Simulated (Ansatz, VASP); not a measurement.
# Two plane-wave programs on Cd

```
Cd
1.0
     2.81797    0.00000    0.00000
     0.00000    2.81797    0.00000
     0.00000    0.00000    2.81797
Cd
1
Cartesian
  0.0000 0.0000 0.0000
```

Alike in both runs: task single point; functional r2SCAN; k mesh 12 × 12 × 12; occupations fermi-dirac, width 0.1 eV; no spin polarisation.

|  | VASP | Ansatz |
| --- | --- | --- |
| version | VASP 6.6.1 | Ansatz 0.2.0 |
| potentials or method | VASP PAW PBE potentials, release 64 (Cd), cutoff 550 eV | plane waves (500 eV) with PAW, scalar-relativistic |
| valence electrons in the cell | 12 | 20 |

```tsv
	VASP	Ansatz	Ansatz less VASP
pressure (GPa)	7.8	7.3	-0.50
```

VASP's potentials were made for PBE, not for r2SCAN. The functional is the same, so the differences come from potentials, cutoffs and numerics. VASP's potentials hold 12 valence electrons a cell and Ansatz's 20, so a difference there can come from the potentials and not from the codes.
